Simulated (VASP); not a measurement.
Crystal: CaO.

```xyz
2
Lattice="0.0000 2.3874 2.3874 2.3874 0.0000 2.3874 2.3874 2.3874 0.0000" Properties=species:S:1:pos:R:3 pbc="T T T"
Ca    0.0000    0.0000    0.0000
O     2.3874    2.3874    2.3874
```

Base run:

- Program: VASP 6.6.1
- Functional: b88 exchange, pbe correlation
- Potentials or basis: VASP PAW PBE potentials, release 64 (Ca_sv, O)
- Cutoff: 600 eV
- k mesh: 10 × 10 × 10
- Occupations: fermi-dirac, width 0.05 eV
- Spin: no spin polarisation

Its results: band gap on the k mesh 3.66 eV (least direct gap 4.03 eV); pressure 4.3 GPa.

Q: The run is repeated on the same cell with these changes: functional from b88 exchange, pbe correlation to r2SCAN; cutoff from 600 eV to 520 eV. What comes out?

A: Band gap on the k mesh 4.18 eV (least direct gap 4.55 eV); pressure 2.6 GPa.

Caveats: the PAW data sets were made with another functional, which shifts forces and pressure a little; the cell stands under pressure (at least some runs).

A k mesh can miss the band edges.
